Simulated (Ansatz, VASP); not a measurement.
**C: VASP beside Ansatz**

```
C
1.0
     2.46570   -0.00001    0.00000
     1.23286    2.24212    0.00000
     0.00000    0.00000   26.00154
C
2
Direct
  0.16612 0.16463 0.50000
  0.49846 0.49995 0.50000
```

Change from the starting cell: strain along y +0.050, atoms relaxed.

Alike in both runs: functional PBE; dispersion D3(BJ); k mesh 21 × 21 × 1; occupations gaussian, width 0.1 eV; no spin polarisation.

Ansatz relaxed the structure, and its values are those at the end. VASP's run is a single point on that final structure, the one shown.

|  | VASP | Ansatz |
| --- | --- | --- |
| version | VASP 6.6.1 | Ansatz 0.2.0 |
| potentials or method | VASP PAW PBE potentials, release 64 (C), cutoff 520 eV | scalar-relativistic, plane waves, PAW |
| valence electrons in the cell | 8 | 8 |

Ansatz gave:

* gap on the k mesh at the Fermi level (eV): 0.53
* least direct gap on the mesh (eV): 0.53
* rms of the force components (eV/Å): 0.003

Problem. Which values does VASP return?

Solution. gap on the k mesh at the Fermi level (eV): 0.53; least direct gap on the mesh (eV): 0.53; rms of the force components (eV/Å): 0.004.

Ansatz's warnings: stress scf threshold loose, structure snapped to symmetry, xc potential rough in thin density.
